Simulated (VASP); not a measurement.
# Zr4Si3 (I-43d) in VASP: a series of runs

Runs on Zr4Si3. Level: PBE. Tasks: single point.

Everything below comes from runs of VASP 6.6.1. Logs are shortened: lines on timing, memory, paths and dates and some standing lists are left out, and cuts for length are marked.

**1. The cell of the first run**

It takes space group I-43d (No. 220, cubic). Conventional cell: a = 7.957 Å, b = 7.957 Å, c = 7.957 Å, α = 90.00°, β = 90.00°, γ = 90.00°. Within 3.5 Å of Zr (site symmetry 3) lie 6 Si at 2.63 to 2.89 Å and 5 Zr at 3.09 to 3.45 Å. Within 3.5 Å of Si (site symmetry -4) lie 8 Zr at 2.63 to 2.89 Å.

**2. Single point, PBE (17.99 Å³/atom)**

INCAR reads:

```
ALGO     = Normal         # electronic algorithm
EDIFF    = 1E-6           # SCF threshold, eV
ENCUT    = 500            # plane-wave cutoff, eV
GGA      = PE             # functional
GGA_COMPAT= False        
ISIF     = 2              # what is computed and relaxed
ISMEAR   = 0              # smearing method
LASPH    = True           # aspherical terms in the spheres
LCHARG   = True           # write CHGCAR
LELF     = True           # ELF
LREAL    = False          # projectors in reciprocal space
LVHAR    = True         
LWAVE    = False          # write WAVECAR
NBANDS   = 73             # bands
NELM     = 120            # most SCF steps
PREC     = Accurate       # precision mode
SIGMA    = 0.1            # smearing width, eV
```

KPOINTS reads:

```
k-points
0
Gamma
  6 6 6
```

POSCAR reads:

```
Zr4Si3
1.0
   -3.9785233176      3.9785233176      3.9785233176
    3.9785233176     -3.9785233176      3.9785233176
    3.9785233176      3.9785233176     -3.9785233176
Zr Si
8 6
Direct
    0.5000000000      0.0000000000      0.8630390377
    0.0000000000      0.3630390377      0.5000000000
    0.8630390377      0.5000000000      0.0000000000
    0.5000000000      0.0000000000      0.3630390377
    0.1369609623      0.1369609623      0.1369609623
    0.0000000000      0.8630390377      0.5000000000
    0.3630390377      0.5000000000      0.0000000000
    0.6369609623      0.6369609623      0.6369609623
    0.6250000000      0.3750000000      0.2500000000
    0.1250000000      0.7500000000      0.8750000000
    0.7500000000      0.8750000000      0.1250000000
    0.8750000000      0.1250000000      0.7500000000
    0.3750000000      0.2500000000      0.6250000000
    0.2500000000      0.6250000000      0.3750000000
```

Potentials or basis: VASP PAW PBE potentials, release 64 (Zr_sv, Si).

Started as:

```sh
> cat potpaw_PBE.64/Zr_sv/POTCAR potpaw_PBE.64/Si/POTCAR > POTCAR
> mpirun -np 1 vasp_std > vasp.out
```

OUTCAR:

```text
EDIFF = 1E-6
   ENCUT = 500
   GGA = PE
   ISIF = 2
   ISMEAR = 0
   LASPH = True
   LREAL = False
   NELM = 120
   PREC = Accurate

 ion  position               nearest neighbor table
   1  0.500  0.000  0.863-   9 2.63  10 2.63  11 2.63  12 2.89  13 2.89  14 2.89   3 3.09   8 3.09
                             6 3.09   4 3.45   4 3.45   5 3.77   5 3.77   7 3.77   7 3.77   2 3.77
   2  0.000  0.363  0.500-   9 2.63  10 2.63  14 2.63  13 2.89  12 2.89  11 2.89   5 3.09   7 3.09
                             4 3.09   6 3.45   6 3.45   3 3.77   3 3.77   8 3.77   8 3.77   1 3.77
   3  0.863  0.500  0.000-  10 2.63  12 2.63  14 2.63   9 2.89  11 2.89  13 2.89   6 3.09   8 3.09
                             1 3.09   7 3.45   7 3.45   2 3.77   5 3.77   2 3.77   4 3.77   4 3.77
   4  0.500  0.000  0.363-  12 2.63  13 2.63  14 2.63   9 2.89  10 2.89  11 2.89   2 3.09   5 3.09
                             7 3.09   1 3.45   1 3.45   8 3.77   8 3.77   6 3.77   3 3.77   6 3.77
   5  0.137  0.137  0.137-  12 2.63  11 2.63  10 2.63   9 2.89  13 2.89  14 2.89   2 3.09   4 3.09
                             7 3.09   8 3.45   8 3.45   1 3.77   6 3.77   1 3.77   3 3.77   6 3.77
   6  0.000  0.863  0.500-  11 2.63  12 2.63  13 2.63  10 2.89   9 2.89  14 2.89   1 3.09   8 3.09
                             3 3.09   2 3.45   2 3.45   5 3.77   7 3.77   4 3.77   7 3.77   5 3.77
   7  0.363  0.500  0.000-   9 2.63  11 2.63  13 2.63  12 2.89  10 2.89  14 2.89   4 3.09   5 3.09
                             2 3.09   3 3.45   3 3.45   8 3.77   1 3.77   6 3.77   6 3.77   1 3.77
   8  0.637  0.637  0.637-   9 2.63  13 2.63  14 2.63  12 2.89  10 2.89  11 2.89   1 3.09   3 3.09
                             6 3.09   5 3.45   5 3.45   4 3.77   7 3.77   4 3.77   2 3.77   2 3.77
   9  0.625  0.375  0.250-   1 2.63   2 2.63   7 2.63   8 2.63   5 2.89   6 2.89   3 2.89   4 2.89
[... 7 lines left out ...]
  13  0.375  0.250  0.625-   4 2.63   6 2.63   7 2.63   8 2.63   2 2.89   1 2.89   5 2.89   3 2.89

  14  0.250  0.625  0.375-   2 2.63   3 2.63   4 2.63   8 2.63   5 2.89   6 2.89   7 2.89   1 2.89

  LATTYP: Found a body centered cubic cell.
 ALAT       =     7.9570466352

  Lattice vectors:

 A1 = (  -3.9785233176,   3.9785233176,   3.9785233176)
 A2 = (   3.9785233176,  -3.9785233176,   3.9785233176)
 A3 = (   3.9785233176,   3.9785233176,  -3.9785233176)

Analysis of symmetry for initial positions (statically):
=====================================================================
 Subroutine PRICEL returns:
 Original cell was already a primitive cell.

 Routine SETGRP: Setting up the symmetry group for a
 body centered cubic supercell.

 Subroutine GETGRP returns: Found 24 space group operations
 (whereof  3 operations were pure point group operations)
 out of a pool of 48 trial point group operations.

The static configuration has the point symmetry C_3 .
 The point group associated with its full space group is T_d .

Analysis of symmetry for dynamics (positions and initial velocities):
=====================================================================
 Subroutine PRICEL returns:
 Original cell was already a primitive cell.

 Routine SETGRP: Setting up the symmetry group for a
 body centered cubic supercell.

 Subroutine GETGRP returns: Found 24 space group operations
 (whereof  3 operations were pure point group operations)
 out of a pool of 48 trial point group operations.

The dynamic configuration has the point symmetry C_3 .
 The point group associated with its full space group is T_d .

 Subroutine INISYM returns: Found 24 space group operations
 (whereof  3 operations are pure point group operations),
 and found     1 'primitive' translations

----------------------------------------------------------------------------------------

                                     Primitive cell

  volume of cell :     251.8986

  direct lattice vectors                    reciprocal lattice vectors
    -3.978523318  3.978523318  3.978523318     0.000000000  0.125674769  0.125674769
     3.978523318 -3.978523318  3.978523318     0.125674769  0.000000000  0.125674769
     3.978523318  3.978523318 -3.978523318     0.125674769  0.125674769  0.000000000

  length of vectors
     6.891004525  6.891004525  6.891004525     0.177730963  0.177730963  0.177730963

  position of ions in fractional coordinates (direct lattice)
     0.500000000  0.000000000  0.863039038
     0.000000000  0.363039038  0.500000000
[... 44 lines left out ...]

  Length of vectors
     0.029621827  0.029621827  0.029621827

  Shift w.r.t. Gamma in fractional coordinates (k-lattice)
     0.000000000  0.000000000  0.000000000

 Subroutine IBZKPT returns following result:
 ===========================================

 Found     16 irreducible k-points:

 Following reciprocal coordinates:
            Coordinates               Weight
  0.000000  0.000000  0.000000      1.000000
  0.166667  0.000000  0.000000     12.000000
  0.333333  0.000000  0.000000     12.000000
  0.500000  0.000000  0.000000      6.000000
  0.166667  0.166667  0.000000     24.000000
  0.333333  0.166667  0.000000     48.000000
[... 8 lines left out ...]
  0.500000  0.500000  0.333333     12.000000
  0.500000  0.500000  0.500000      1.000000
   k-points           NKPTS =     16   k-points in BZ     NKDIM =     16   number of bands    NBANDS=     73
   number of dos      NEDOS =    301   number of ions     NIONS =     14
   total plane-waves  NPLWV = 125000
   dimension x,y,z NGX =    50 NGY =   50 NGZ =   50
   dimension x,y,z NGXF=   100 NGYF=  100 NGZF=  100
   ions per type =               8   6
   NGX,Y,Z   is equivalent  to a cutoff of  12.06, 12.06, 12.06 a.u.
   NGXF,Y,Z  is equivalent  to a cutoff of  24.13, 24.13, 24.13 a.u.
 SYSTEM =  unknown system
   PREC   = accura    normal or accurate (medium, high low for compatibility)
   ISTART =      0    job   : 0-new  1-cont  2-samecut
   ICHARG =      2    charge: 1-file 2-atom 10-const
   ISPIN  =      1    spin polarized calculation?
   LNONCOLLINEAR =      F non collinear calculations
   LSORBIT =      F    spin-orbit coupling
   LASPH  =      T    aspherical Exc in radial PAW
   ENCUT  =  500.0 eV  36.75 Ry    6.06 a.u.  12.56 12.56 12.56*2*pi/ulx,y,z
   NELM   =    120;   NELMIN=  2; NELMDL= -5     # of ELM steps
   EDIFF  = 0.1E-05   stopping-criterion for ELM
   LREAL  =      F    real-space projection
   EDIFFG = 0.1E-04   stopping-criterion for IOM
   NSW    =      0    number of steps for IOM
   IBRION =     -1    ionic relax: 0-MD 1-quasi-New 2-CG
   NFREE  =      0    steps in history (QN), initial steepest desc. (CG)
   ISIF   =      2    stress and relaxation
   ISYM   =      2    0-nonsym 1-usesym 2-fastsym
   POTIM  = 0.5000    time-step for ionic-motion
   TEBEG  =    0.0;   TEEND  =   0.0 temperature during run
   PSTRESS=    0.0 pullay stress
   NELECT =     120.0000    total number of electrons
   NUPDOWN=      -1.0000    fix difference up-down
   EMIN   =  10.00;   EMAX   =-10.00  energy-range for DOS
   EFERMI =   0.00;   METHOD = LEGACY
   ISMEAR =     0;   SIGMA  =   0.10  broadening in eV -4-tet -1-fermi 0-gaus
   EFERMI_NEDOS =   21; number of points for ismear=-14 and -15
   IALGO  =     38    algorithm
   IMIX   =      4    mixing-type and parameters
     AMIX     =   0.40;   BMIX     =  1.00
     AMIX_MAG =   1.60;   BMIX_MAG =  1.00
  volume/ion in A,a.u.               =      17.99       121.42
  Fermi-wavevector in a.u.,A,eV,Ry     =   1.278576  2.416159 22.242227  1.634758
  Thomas-Fermi vector in A             =   2.411111
   LORBIT       =      0    0 simple, 1 ext, 2 COOP (PROOUT), +10 PAW based schemes
   GGA     = PE    functional components
   LHFCALC =     F    Hartree Fock is set to
   AEXX    =    0.0000 exact exchange contribution
   IVDW    =     0    specifies the selected vdW correction
   LEPSILON=     F    determine dielectric tensor
   LRPA    =     F    only Hartree local field effects (RPA)
 non-spin polarized calculation
 Gauss-broadening in eV      SIGMA  =   0.10
  energy-cutoff  :      500.00
  volume of cell :      251.90
 maximum number of plane-waves:      6459
   NGX = 25   NGY = 25   NGZ = 25

 number of electron     119.9999999 magnetization

 Free energy of the ion-electron system (eV)
  ---------------------------------------------------
  ext. energy  EPLUGINS =         0.00000000
  ---------------------------------------------------
  free energy    TOTEN  =      -111.37618439 eV

  energy without entropy =     -111.32996457  energy(sigma->0) =     -111.35307448

 E-fermi :   9.7560     XC(G=0): -11.4460

 val. band max:        9.7434934777   @ k =  -0.3333   0.5000   0.1667
 cond. band min:       9.7848788626   @ k =  -0.3333   0.3333   0.3333
 fundamental gap:      0.0413853849
 Fermi energy:         9.7559676945

 k-point     1 :       0.0000    0.0000    0.0000
  band No.  band energies     occupation
      1     -38.6440      2.00000
      2     -38.6032      2.00000
      3     -38.5561      2.00000
      4     -38.5561      2.00000
      5     -38.5561      2.00000
      6     -38.5418      2.00000
[... 1189 lines left out ...]
     71      12.5442      0.00000
     72      12.5559      0.00000
 [bands above 72 left out]

------------------------ aborting loop because EDIFF is reached ----------------------------------------

  FORCE on cell =-STRESS in cart. coord.  units (eV):
  Direction    XX          YY          ZZ          XY          YZ          ZX
  --------------------------------------------------------------------------------------
  -------------------------------------------------------------------------------------
  Total       14.0807965     14.0807965     14.0807965     -0.0000000     -0.0000000     -0.0000000
  in kB       89.5595884     89.5595884     89.5595884     -0.0000000     -0.0000000     -0.0000000
  external PRESSURE =      89.5595884 kB  Pullay stress =       0.0000000 kB

 VOLUME and BASIS-vectors are now :
 -----------------------------------------------------------------------------
  energy-cutoff  :      500.00
  volume of cell :      251.90
      direct lattice vectors                 reciprocal lattice vectors
    -3.978523318  3.978523318  3.978523318     0.000000000  0.125674769  0.125674769
     3.978523318 -3.978523318  3.978523318     0.125674769  0.000000000  0.125674769
     3.978523318  3.978523318 -3.978523318     0.125674769  0.125674769  0.000000000

 POSITION                                       TOTAL-FORCE (eV/Angst)
 -----------------------------------------------------------------------------------
      1.44436      5.42288     -1.44436        -0.000441     -0.000441      0.000441
      3.43362      0.54490     -0.54490        -0.000441      0.000441     -0.000441
     -1.44436      1.44436      5.42288         0.000441     -0.000441     -0.000441
     -0.54490      3.43362      0.54490        -0.000441     -0.000441      0.000441
      0.54490      0.54490      0.54490         0.000441      0.000441      0.000441
      5.42288     -1.44436      1.44436        -0.000441      0.000441     -0.000441
      0.54490     -0.54490      3.43362         0.000441     -0.000441     -0.000441
      2.53416      2.53416      2.53416         0.000441      0.000441      0.000441
      0.00000      1.98926      2.98389         0.000000     -0.000000     -0.000000
      5.96778      0.99463      0.00000         0.000000      0.000000     -0.000000
      0.99463     -0.00000      5.96778         0.000000     -0.000000     -0.000000
      0.00000      5.96778      0.99463         0.000000      0.000000     -0.000000
      1.98926      2.98389      0.00000         0.000000     -0.000000     -0.000000
      2.98389      0.00000      1.98926         0.000000     -0.000000     -0.000000
 -----------------------------------------------------------------------------------
    total drift:                                0.000000      0.000000      0.000000

  FREE ENERGIE OF THE ION-ELECTRON SYSTEM (eV)
  ---------------------------------------------------
  free  energy   TOTEN  =      -111.3761843924 eV

  energy  without entropy=     -111.3299645729  energy(sigma->0) =     -111.35307448
```

Run time: 11 min. Hardware: 1 thread of Oxide Virtual Turin-like, shared host; peak memory 0.42 GiB.

What came out:

```
Free energy            : -111.3762 eV
Pressure               : 9.0 GPa
Band gap on the k mesh : zero (bands 60 and 61 overlap by 1.26 eV)
```

Caveat: the cell stands under pressure.

**3. Single point, PBE (18.57 Å³/atom)**

This run uses another cell than the first one, of 18.57 Å³/atom.

INCAR reads:

```
SYSTEM = Zr4Si3
PREC     = Accurate       ! precision mode
ENCUT    = 500            ! plane-wave cutoff, eV
EDIFF    = 1E-6           ! SCF threshold, eV
ISMEAR   = 0              ! smearing method
SIGMA    = 0.1            ! smearing width, eV
LREAL    = .FALSE.        ! projectors in reciprocal space
LASPH    = .TRUE.         ! aspherical terms in the spheres
NELM     = 120            ! most SCF steps
ALGO     = Normal         ! electronic algorithm
ISIF     = 2              ! what is computed and relaxed
LWAVE    = .FALSE.        ! write WAVECAR
LCHARG   = .FALSE.        ! write CHGCAR
GGA      = PE             ! functional
NBANDS   = 73             ! bands
GGA_COMPAT= .FALSE.
```

KPOINTS reads:

```
regular mesh
0
G
  6 6 6
  0 0 0
```

POSCAR reads:

```
Zr4Si3
1.0
   -4.0204055882      4.0204055882      4.0204055882
    4.0204055882     -4.0204055882      4.0204055882
    4.0204055882      4.0204055882     -4.0204055882
Zr Si
8 6
Direct
    0.5000000000      0.0000000000      0.8634941159
    0.0000000000      0.3634941159      0.5000000000
    0.8634941159      0.5000000000      0.0000000000
    0.5000000000      0.0000000000      0.3634941159
    0.1365058841      0.1365058841      0.1365058841
    0.0000000000      0.8634941159      0.5000000000
    0.3634941159      0.5000000000      0.0000000000
    0.6365058841      0.6365058841      0.6365058841
    0.6250000000      0.3750000000      0.2500000000
    0.1250000000      0.7500000000      0.8750000000
    0.7500000000      0.8750000000      0.1250000000
    0.8750000000      0.1250000000      0.7500000000
    0.3750000000      0.2500000000      0.6250000000
    0.2500000000      0.6250000000      0.3750000000
```

Potentials or basis: VASP PAW PBE potentials, release 64 (Zr_sv, Si).

Started as:

```sh
> cat potpaw_PBE.64/Zr_sv/POTCAR potpaw_PBE.64/Si/POTCAR > POTCAR
> mpirun -np 1 vasp_std > vasp.out
```

OUTCAR:

```text
SYSTEM = Zr4Si3
   PREC = Accurate
   ENCUT = 500
   EDIFF = 1E-6
   ISMEAR = 0
   LREAL = .FALSE.
   LASPH = .TRUE.
   NELM = 120
   ISIF = 2
   GGA = PE

 ion  position               nearest neighbor table
   1  0.500  0.000  0.863-   9 2.66  11 2.66  10 2.66  12 2.92  13 2.92  14 2.92   3 3.12   8 3.12
                             6 3.12   4 3.48   4 3.48   2 3.81   5 3.81   7 3.81   7 3.81   5 3.81
   2  0.000  0.363  0.500-   9 2.66  10 2.66  14 2.66  12 2.92  13 2.92  11 2.92   5 3.12   7 3.12
                             4 3.12   6 3.48   6 3.48   3 3.81   3 3.81   8 3.81   1 3.81   1 3.81
   3  0.863  0.500  0.000-  10 2.66  12 2.66  14 2.66   9 2.92  13 2.92  11 2.92   6 3.12   8 3.12
[... 1448 lines left out ...]
     4.020405588 -4.020405588  4.020405588     0.124365562  0.000000000  0.124365562
     4.020405588  4.020405588 -4.020405588     0.124365562  0.124365562  0.000000000

 POSITION                                       TOTAL-FORCE (eV/Angst)
 -----------------------------------------------------------------------------------
      1.46139      5.48180     -1.46139        -0.000283     -0.000283      0.000283
      3.47160      0.54881     -0.54881        -0.000283      0.000283     -0.000283
     -1.46139      1.46139      5.48180         0.000283     -0.000283     -0.000283
     -0.54881      3.47160      0.54881        -0.000283     -0.000283      0.000283
      0.54881      0.54881      0.54881         0.000283      0.000283      0.000283
      5.48180     -1.46139      1.46139        -0.000283      0.000283     -0.000283
      0.54881     -0.54881      3.47160         0.000283     -0.000283     -0.000283
      2.55901      2.55901      2.55901         0.000283      0.000283      0.000283
      0.00000      2.01020      3.01530         0.000000      0.000000      0.000000
      6.03061      1.00510      0.00000         0.000000      0.000000      0.000000
      1.00510      0.00000      6.03061         0.000000      0.000000     -0.000000
      0.00000      6.03061      1.00510         0.000000      0.000000      0.000000
      2.01020      3.01530      0.00000         0.000000      0.000000      0.000000
      3.01530      0.00000      2.01020         0.000000      0.000000      0.000000
 -----------------------------------------------------------------------------------
    total drift:                                0.000000      0.000000      0.000000

  FREE ENERGIE OF THE ION-ELECTRON SYSTEM (eV)
  ---------------------------------------------------
  free  energy   TOTEN  =      -111.7052422957 eV

  energy  without entropy=     -111.6584174225  energy(sigma->0) =     -111.68182986
```

OSZICAR:

```text
N       E                     dE             d eps       ncg     rms          rms(c)
DAV:   1     0.110947974115E+04    0.11095E+04   -0.59428E+04  2336   0.155E+03
DAV:   2    -0.901333532101E+01   -0.11185E+04   -0.10887E+04  2589   0.447E+02
DAV:   3    -0.109093362889E+03   -0.10008E+03   -0.98298E+02  3487   0.102E+02
DAV:   4    -0.118530170719E+03   -0.94368E+01   -0.93911E+01  3552   0.277E+01
DAV:   5    -0.119319192075E+03   -0.78902E+00   -0.78861E+00  3280   0.623E+00    0.408E+01
DAV:   6    -0.111818388190E+03    0.75008E+01   -0.26172E+01  2852   0.153E+01    0.151E+01
DAV:   7    -0.111715536429E+03    0.10285E+00   -0.42499E+00  3264   0.548E+00    0.468E+00
DAV:   8    -0.111715022423E+03    0.51401E-03   -0.73075E-01  2935   0.244E+00    0.133E+00
DAV:   9    -0.111705260036E+03    0.97624E-02   -0.14344E-01  2728   0.105E+00    0.581E-01
DAV:  10    -0.111705182931E+03    0.77105E-04   -0.18310E-02  3119   0.531E-01    0.940E-02
DAV:  11    -0.111705258096E+03   -0.75165E-04   -0.63897E-04  3232   0.988E-02    0.351E-02
DAV:  12    -0.111705242318E+03    0.15779E-04   -0.33047E-05  3503   0.226E-02    0.101E-02
DAV:  13    -0.111705242296E+03    0.22101E-07   -0.36384E-06  2376   0.718E-03
   1 F= -.11170524E+03 E0= -.11168183E+03  d E =-.468249E-01
```

stdout:

```text
POSCAR found type information on POSCAR ZrSi
 POSCAR found :  2 types and      14 ions
 scaLAPACK will be used
 LDA part: xc-table for (Slater+PW92), standard interpolation
 POSCAR, INCAR and KPOINTS ok, starting setup
 FFT: planning ... GRIDC
 FFT: planning ... GRID_SOFT
 FFT: planning ... GRID
 WAVECAR not read
 entering main loop
```

It took 13 min on 1 thread of Oxide Virtual Turin-like, shared host; peak memory 0.49 GiB.

Results:

| Quantity | Value |
| --- | --- |
| Free energy | -111.7052 eV |
| Pressure | 4.2 GPa |
| Band gap on the k mesh | zero (bands 60 and 61 overlap by 1.25 eV) |

Caveat: the cell stands under pressure.

The gap in the log of VASP goes by the Fermi energy; the results here count the filled bands.